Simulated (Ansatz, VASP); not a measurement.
## Two plane-wave programs on MgO

INCAR

```
  PREC = Accurate
  ENCUT = 520
  EDIFF = 1E-7
  ISMEAR = 0
  SIGMA = 0.05
  LREAL = False
  LASPH = True
  NELM = 60
  ALGO = Normal
  ISIF = 2
  LWAVE = False
  LCHARG = True
  GGA = PE
  LELF = True
  LVHAR = True
  NBANDS = 16
```

The input KPOINTS:

```
regular mesh
0
Gamma
  9 9 6
```

File POSCAR:

```
MgO
1.0
    3.4509000000      0.0000000000      0.0000000000
   -1.7254500000      2.9885670659      0.0000000000
    0.0000000000      0.0000000000      4.1546000000
Mg O
2 2
Direct
    0.6666666667      0.3333333333      0.7500000000
    0.3333333333      0.6666666667      0.2500000000
    0.6666666667      0.3333333333      0.2500000000
    0.3333333333      0.6666666667      0.7500000000
```

Input for Ansatz:

```yaml
crystal:
  lattice:
    - [3.4509, 0.0, 0.0]
    - [-1.72545, 2.9885670659, 0.0]
    - [0.0, 0.0, 4.1546]
  atoms:
    - { symbol: Mg, position: [0.6666666667, 0.3333333333, 0.75] }
    - { symbol: Mg, position: [0.3333333333, 0.6666666667, 0.25] }
    - { symbol: O, position: [0.6666666667, 0.3333333333, 0.25] }
    - { symbol: O, position: [0.3333333333, 0.6666666667, 0.75] }
basis:
  ecutwfc: 520.0
kpoints:
  mp_grid: { grid: [9, 9, 6] }
hamiltonian:
  xc: pbe
  pseudopotentials: { kind: paw, azcp: { folder: soft_1 } }
scf:
  occupations: { method: gaussian, width: 0.05 }
output:
  forces: true
  stress: true
  eigenvalues: true
```

Alike in both runs: task single point; functional PBE; k mesh 9 × 9 × 6; occupations gaussian, width 0.05 eV; no spin polarisation.

|  | VASP | Ansatz |
| --- | --- | --- |
| version | VASP 6.6.1 | Ansatz 0.2.0 |
| potentials or method | VASP PAW PBE potentials, release 64 (Mg, O), cutoff 520 eV | scalar-relativistic, plane waves, PAW |
| valence electrons in the cell | 16 | 32 |

Ansatz gave:

```
gap on the k mesh at the Fermi level (eV)                     : 3.59
least direct gap on the mesh (eV)                             : 3.59
pressure (GPa)                                                : 8.5
traceless stress, the component that is largest in VASP (GPa) : 0.31
```

Problem. Which values does VASP return?

Solution. gap on the k mesh at the Fermi level (eV): 3.57; least direct gap on the mesh (eV): 3.57; pressure (GPa): 7.9; traceless stress, the component that is largest in VASP (GPa): 0.17.

VASP's potentials hold 16 valence electrons a cell and Ansatz's 32, so a difference there can come from the potentials and not from the codes.
